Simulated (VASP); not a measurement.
Input of a VASP 6.6.1 run:

File INCAR:

```
SYSTEM = CoW3
PREC     = Accurate       ! precision mode
ENCUT    = 520            ! plane-wave cutoff, eV
EDIFF    = 1E-6           ! SCF threshold, eV
ISMEAR   = 0              ! smearing method
SIGMA    = 0.15           ! smearing width, eV
LREAL    = .FALSE.        ! projectors in reciprocal space
LASPH    = .TRUE.         ! aspherical terms in the spheres
NELM     = 60             ! most SCF steps
ALGO     = Fast           ! electronic algorithm
ISIF     = 2              ! what is computed and relaxed
LWAVE    = .FALSE.        ! write WAVECAR
LCHARG   = .TRUE.         ! write CHGCAR
GGA      = PS             ! functional
LELF     = .TRUE.         ! ELF
LVHAR    = .TRUE.       
NBANDS   = 34             ! bands
```

KPOINTS

```
Automatic mesh
0
G
  12 12 12
  0 0 0
```

Contents of POSCAR:

```
CoW3
1.0
    3.9547011012      0.0000000000      0.0000000000
    0.0000000000      3.9547011012      0.0000000000
    0.0000000000      0.0000000000      3.9547011012
Co W
1 3
Direct
    0.0000000000      0.0000000000      0.0000000000
    0.0000000000      0.5000000000      0.5000000000
    0.5000000000      0.0000000000      0.5000000000
    0.5000000000      0.5000000000      0.0000000000
```

Potentials or basis: VASP PAW PBE potentials, release 64 (Co, W_sv).

Command:

```console
$ cat potpaw_PBE.64/Co/POTCAR potpaw_PBE.64/W_sv/POTCAR > POTCAR
$ mpirun -np 1 vasp_std > vasp.out
```

Q: What does it give for the pressure?

A: -18.4 GPa.

Caveat: the cell differs from its parent crystal (strain +0.025 along x and y, +0.025 along z); the PAW data sets were made with another functional, which shifts forces and pressure a little; spin-orbit coupling is left out, which moves the levels of the heavy elements. Spin polarisation is off, so any magnetic state and its effect on volume and gap are missing.
